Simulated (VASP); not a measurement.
# NaI (I-4m2) in VASP: notebook, part 2 of 2

VASP 6.6.1.

### 3 Single point, HSE06 (uniaxial z strain +5.7%)

The input, POSCAR:

```
NaI
1.0
    0.0000000000      3.5431916338      3.7440905994
    3.5431916338      0.0000000000      3.7440905994
    3.5431916338      3.5431916338      0.0000000000
Na I
1 1
Direct
    0.0000000000      0.0000000000      0.0000000000
    0.2500000000      0.2500000000      0.2500000000
```

The input, INCAR.step1:

```
ALGO = Normal
EDIFF = 1E-5
ENCUT = 520
GGA = PE
ISIF = 2
ISMEAR = 0
LASPH = T
LCHARG = F
LREAL = F
LWAVE = T
NBANDS = 14
NELM = 100
PREC = Accurate
SIGMA = 0.01
```

The input, INCAR.step2:

```
ALGO = Normal
EDIFF = 1E-7
ENCUT = 520
GGA = PE
HFSCREEN = 0.2079
ISIF = 2
ISMEAR = 0
ISTART = 1
LASPH = T
LCHARG = F
LHFCALC = T
LREAL = F
LWAVE = F
NBANDS = 14
NELM = 100
PREC = Accurate
PRECFOCK = Normal
SIGMA = 0.01
```

The input, KPOINTS:

```
k-points
0
Gamma
  4 4 4
```

Potentials or basis: VASP PAW PBE potentials, release 64 (Na_pv, I).

Launch:

```console
> cat potpaw_PBE.64/Na_pv/POTCAR potpaw_PBE.64/I/POTCAR > POTCAR
> cp INCAR.step1 INCAR
> mpirun -np 1 vasp_std > vasp.out
> cp INCAR.step2 INCAR
> mpirun -np 1 vasp_std > vasp.out
```

OUTCAR:

```text
EDIFF = 1E-7
   ENCUT = 520
   GGA = PE
   HFSCREEN = 0.2079
   ISIF = 2
   ISMEAR = 0
   ISTART = 1
   LASPH = T
   LHFCALC = T
   LREAL = F
   NELM = 100
   PREC = Accurate
   PRECFOCK = Normal

 ion  position               nearest neighbor table
   1  0.000  0.000  0.000-   2 3.13   2 3.13   2 3.13   2 3.13
   2  0.250  0.250  0.250-   1 3.13   1 3.13   1 3.13   1 3.13

  LATTYP: Found a body centered tetragonal cell.
 ALAT       =     5.0108296626
 C/A-ratio  =     1.4943994713

  Lattice vectors:

 A1 = (  -3.5431916338,   0.0000000000,   3.7440905994)
 A2 = (   3.5431916338,   0.0000000000,   3.7440905994)
 A3 = (   0.0000000000,   3.5431916338,  -3.7440905994)

Analysis of symmetry for initial positions (statically):
=====================================================================
 Subroutine PRICEL returns:
 Original cell was already a primitive cell.

 Routine SETGRP: Setting up the symmetry group for a
 body centered tetragonal supercell.

 Subroutine GETGRP returns: Found  8 space group operations
 (whereof  8 operations were pure point group operations)
 out of a pool of 16 trial point group operations.

The static configuration has the point symmetry D_2d.

Analysis of symmetry for dynamics (positions and initial velocities):
=====================================================================
 Subroutine PRICEL returns:
 Original cell was already a primitive cell.

 Routine SETGRP: Setting up the symmetry group for a
 body centered tetragonal supercell.

 Subroutine GETGRP returns: Found  8 space group operations
 (whereof  8 operations were pure point group operations)
 out of a pool of 16 trial point group operations.
[... 119 lines left out ...]
   NKREDY  =     1    reduce k-point grid by
   NKREDZ  =     1    reduce k-point grid by
   AEXX    =    0.2500 exact exchange contribution
   HFSCREEN=    0.2079 screening length (either q_TF or 0.3 A-1)
   HFSCREENC=   0.2079 screening length for correlation (either q_TF or 0.3 A-1)
   ENCUTFOCK=  -1.0 apply spherical cutoff to Coloumb kernel
   IVDW    =     0    specifies the selected vdW correction
   LEPSILON=     F    determine dielectric tensor
   LRPA    =     F    only Hartree local field effects (RPA)
 non-spin polarized calculation
 Gauss-broadening in eV      SIGMA  =   0.01
  energy-cutoff  :      520.00
  volume of cell :       94.01
 maximum number of plane-waves:      2554
 NGX is ok and might be reduce to    40
  NGX = 30; NGY = 30; NGZ = 28

 number of electron      13.9999990 magnetization

 Free energy of the ion-electron system (eV)
  ---------------------------------------------------
  ext. energy  EPLUGINS =         0.00000000
  ---------------------------------------------------
  free energy    TOTEN  =        -6.14716345 eV

  energy without entropy =       -6.14716345  energy(sigma->0) =       -6.14716345

 E-fermi :  -2.0072     XC(G=0):  -5.3089

 val. band max:       -2.0684719942   @ k =   0.0000   0.0000   0.0000
 cond. band min:       2.6025390727   @ k =   0.0000   0.0000   0.0000
 fundamental gap:      4.6710110669
 Fermi energy:        -2.0072324335

 k-point     1 :       0.0000    0.0000    0.0000
  band No.  band energies     occupation
      1     -26.6192      2.00000
      2     -26.6192      2.00000
      3     -26.6148      2.00000
      4     -13.3353      2.00000
      5      -2.1380      2.00000
      6      -2.0685      2.00000
      7      -2.0685      2.00000
      8       2.6025      0.00000
      9       6.7544      0.00000
     10       6.8531      0.00000
     11       6.8531      0.00000
     12       8.2884      0.00000
     13       8.9438      0.00000
     14       9.8237      0.00000
[... 190 lines left out ...]
      1     -26.6210      2.00000
      2     -26.6202      2.00000
      3     -26.6154      2.00000
      4     -13.1640      2.00000
      5      -2.9242      2.00000
      6      -2.8011      2.00000
      7      -2.5302      2.00000
      8       4.7958      0.00000
      9       6.0630      0.00000
     10       6.3787      0.00000
     11       6.5362      0.00000
     12       9.6832      0.00000
     13      10.2199      0.00000
     14      11.0646      0.00000

------------------------ aborting loop because EDIFF is reached ----------------------------------------

  FORCE on cell =-STRESS in cart. coord.  units (eV):
  Direction    XX          YY          ZZ          XY          YZ          ZX
  --------------------------------------------------------------------------------------
  -------------------------------------------------------------------------------------
  Total       -0.2042331     -0.2042331     -0.2987144      0.0000000      0.0000000      0.0000000
  in kB       -3.4807351     -3.4807351     -5.0909771      0.0000000      0.0000000      0.0000000
  external PRESSURE =      -4.0174825 kB  Pullay stress =       0.0000000 kB

 VOLUME and BASIS-vectors are now :
 -----------------------------------------------------------------------------
  energy-cutoff  :      520.00
  volume of cell :       94.01
      direct lattice vectors                 reciprocal lattice vectors
     0.000000000  3.543191634  3.744090599    -0.141115709  0.141115709  0.133543777
     3.543191634  0.000000000  3.744090599     0.141115709 -0.141115709  0.133543777
     3.543191634  3.543191634  0.000000000     0.141115709  0.141115709 -0.133543777

 POSITION                                       TOTAL-FORCE (eV/Angst)
 -----------------------------------------------------------------------------------
      0.00000      0.00000      0.00000         0.000000      0.000000      0.000000
      1.77160      1.77160      1.87205        -0.000000     -0.000000     -0.000000
 -----------------------------------------------------------------------------------
    total drift:                                0.000001      0.000000     -0.000000

  FREE ENERGIE OF THE ION-ELECTRON SYSTEM (eV)
  ---------------------------------------------------
  free  energy   TOTEN  =        -6.1471634501 eV

  energy  without entropy=       -6.1471634501  energy(sigma->0) =       -6.14716345
```

OUTCAR.step1:

```text
EDIFF = 1E-5
   ENCUT = 520
   GGA = PE
   ISIF = 2
   ISMEAR = 0
[... 430 lines left out ...]
 -----------------------------------------------------------------------------------
      0.00000      0.00000      0.00000         0.000000      0.000000      0.000000
      1.77160      1.77160      1.87205        -0.000000     -0.000000     -0.000000
 -----------------------------------------------------------------------------------
    total drift:                                0.000001      0.000001      0.000001

  FREE ENERGIE OF THE ION-ELECTRON SYSTEM (eV)
  ---------------------------------------------------
  free  energy   TOTEN  =        -5.2901835013 eV

  energy  without entropy=       -5.2901835013  energy(sigma->0) =       -5.29018350
```

OSZICAR.step1:

```text
N       E                     dE             d eps       ncg     rms          rms(c)
DAV:   1     0.846089210439E+02    0.84609E+02   -0.63473E+03   364   0.841E+02
DAV:   2     0.230340795670E+01   -0.82306E+02   -0.77250E+02   370   0.204E+02
DAV:   3    -0.518249513786E+01   -0.74859E+01   -0.74471E+01   454   0.631E+01
DAV:   4    -0.539355964558E+01   -0.21106E+00   -0.21100E+00   482   0.108E+01
DAV:   5    -0.539909350074E+01   -0.55339E-02   -0.55338E-02   502   0.167E+00    0.163E+00
DAV:   6    -0.528930125008E+01    0.10979E+00   -0.14246E-01   448   0.176E+00    0.111E+00
DAV:   7    -0.527966407725E+01    0.96372E-02   -0.11127E-01   448   0.141E+00    0.711E-01
DAV:   8    -0.528994511394E+01   -0.10281E-01   -0.11370E-02   370   0.694E-01    0.226E-01
DAV:   9    -0.528975383638E+01    0.19128E-03   -0.25364E-04   508   0.136E-01    0.800E-02
DAV:  10    -0.529016144372E+01   -0.40761E-03   -0.50288E-04   418   0.136E-01    0.241E-02
DAV:  11    -0.529018054558E+01   -0.19102E-04   -0.48092E-05   478   0.545E-02    0.651E-03
DAV:  12    -0.529018350127E+01   -0.29557E-05   -0.43759E-06   434   0.117E-02
   1 F= -.52901835E+01 E0= -.52901835E+01  d E =-.136722E-48
```

Run time: 17 min. Hardware: 1 thread of Intel Xeon Platinum 8375C at 2.90GHz (Ice Lake), shared host; peak memory 0.35 GiB.

What came out:

```
Free energy            : -6.1472 eV
Pressure               : -0.4 GPa
Band gap on the k mesh : 4.67 eV
```

Caveat: the cell differs from its parent crystal (uniaxial z strain +5.7%); the PAW data sets were made with another functional, which shifts forces and pressure a little; spin-orbit coupling is left out, which moves the levels of the heavy elements.
